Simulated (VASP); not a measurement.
ScAs3:

```
Sc As
1.0
     4.30628    0.00000    0.00000
     0.00000    4.30628    0.00000
     0.00000    0.00000    4.30628
Sc As
1 3
Direct
  0.00000 0.00000 0.00000
  0.00000 0.50000 0.50000
  0.50000 0.00000 0.50000
  0.50000 0.50000 0.00000
```

```yaml
Program: VASP 6.6.1
Task: relaxation of cell and atoms
Functional: PBE
Potentials_or_basis: VASP PAW PBE potentials, release 64 (Sc_sv, As)
Cutoff: 600 eV
k_mesh: 12 × 12 × 12
Occupations: gaussian, width 0.1 eV
Spin: no spin polarisation
```

At the start: pressure -2.6 GPa; volume 19.96 Å³/atom.

Q: Where does the relaxation end?

A: Over 3 steps the energy falls by 5.3 meV/atom and the volume is 19.32 Å³/atom (-3.2 %); space group Pm-3m (No. 221, to 0.1 Å) before and after.

Step by step:
```
step  energy change (eV)  largest force (eV/Å)  pressure (GPa)  volume (Å³)
   1              0.0000                0.0000           -2.55        79.86
   2             -0.0175                0.0000            1.15        76.23
   3             -0.0211                0.0000            0.01        77.27
```

Final structure:
```cif
data_structure
_symmetry_space_group_name_H-M 'P 1'
_symmetry_Int_Tables_number 1
_cell_length_a 4.2592
_cell_length_b 4.2592
_cell_length_c 4.2592
_cell_angle_alpha 90.000
_cell_angle_beta 90.000
_cell_angle_gamma 90.000
_cell_volume 77.27
loop_
_atom_site_label
_atom_site_type_symbol
_atom_site_fract_x
_atom_site_fract_y
_atom_site_fract_z
_atom_site_occupancy
Sc1 Sc 0.00000 0.00000 0.00000 1
As1 As 0.00000 0.50000 0.50000 1
As2 As 0.50000 0.00000 0.50000 1
As3 As 0.50000 0.50000 0.00000 1
```
